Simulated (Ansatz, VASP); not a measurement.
# One calculation of Nb, two programs

The input INCAR:

```
SYSTEM = Nb
PREC = Accurate
ENCUT = 520
EDIFF = 1E-6
ISMEAR = -1
SIGMA = 0.05
LREAL = .False.
LASPH = .True.
NELM = 100
ALGO = Normal
ISIF = 2
LWAVE = .False.
LCHARG = .False.
GGA = PS
NBANDS = 12
```

KPOINTS

```
Automatic mesh
0
Gamma
  18 18 18
  0 0 0
```

The input POSCAR:

```
Nb
1.0
   -1.6029075952      1.6029075952      1.6029075952
    1.6029075952     -1.6029075952      1.6029075952
    1.6029075952      1.6029075952     -1.6029075952
Nb
1
Direct
    0.0000000000      0.0000000000      0.0000000000
```

Input for Ansatz:

```yaml
crystal:
  lattice:
    - [-1.6029075952, 1.6029075952, 1.6029075952]
    - [1.6029075952, -1.6029075952, 1.6029075952]
    - [1.6029075952, 1.6029075952, -1.6029075952]
  atoms:
    - { symbol: Nb, position: [0.0, 0.0, 0.0] }
kpoints:
  mp_grid: { grid: [18, 18, 18] }
scf:
  occupations: { method: fermi_dirac, width: 0.05 }
hamiltonian:
  xc: pbesol
  pseudopotentials: { kind: paw }
output:
  forces: true
  stress: true
  eigenvalues: true
  populations: true
```

Change from the starting cell: volume scaled by 0.94, PAW files.

Alike in both runs: task single point; functional PBEsol; k mesh 18 × 18 × 18; occupations fermi-dirac, width 0.05 eV; no spin polarisation.

|  | VASP | Ansatz |
| --- | --- | --- |
| version | VASP 6.6.1 | Ansatz 0.2.0 |
| potentials or method | VASP PAW PBE potentials, release 64 (Nb_sv) | PAW with Ansatz's default frozen-core files, scalar-relativistic |
| plane-wave cutoff (eV) | 520 | 420 |
| valence electrons in the cell | 13 | 13 |

|  | VASP | Ansatz | Ansatz less VASP |
| --- | --- | --- | --- |
| pressure (GPa) | 12.1 | 12.4 | +0.30 |

VASP's potentials were made for PBE, not for PBEsol.
